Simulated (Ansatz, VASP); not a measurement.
**One calculation of CsO, two programs**

```xyz
4
Lattice="-2.0638 3.3597 3.7585 2.0638 -3.3597 3.7585 2.0638 3.3597 -3.7585" Properties=species:S:1:pos:R:3 pbc="T T T"
Cs    0.0000    0.0000    1.8793
Cs    0.0000    0.0000    5.6378
O     0.0000    4.1660    0.0000
O     0.0000    2.5534    0.0000
```

Change from the starting cell: strain -0.0450 x Voigt [1, -1, 0, 0, 0, 0], atoms carried along.

Alike in both runs: task single point; functional LDA; k mesh 8 × 8 × 8; occupations gaussian, width 0.05 eV; no spin polarisation.

|  | VASP | Ansatz |
| --- | --- | --- |
| version | VASP 6.6.1 | Ansatz 0.2.0 |
| potentials or method | VASP PAW LDA potentials, release 64 (Cs_sv, O), cutoff 520 eV | scalar-relativistic, plane waves, PAW |
| valence electrons in the cell | 30 | 30 |

|  | VASP | Ansatz | Ansatz less VASP |
| --- | --- | --- | --- |
| gap on the k mesh at the Fermi level (eV) | 1.66 | 1.68 | +0.015 |
| least direct gap on the mesh (eV) | 1.79 | 1.81 | +0.017 |
| pressure (GPa) | -3.7 | -4.0 | -0.30 |
| traceless stress, the component that is largest in VASP (GPa) | -3.85 | -3.92 | -0.072 |
| rms of the force components (eV/Å) | 0.787 | 0.843 | +0.0561 |

LDA's correlation is that of Perdew and Zunger in VASP and of Perdew and Wang (1992) in Ansatz. Atom by atom the forces differ by 0.058 eV/Å (rms over components).

Spin-orbit coupling is off throughout.
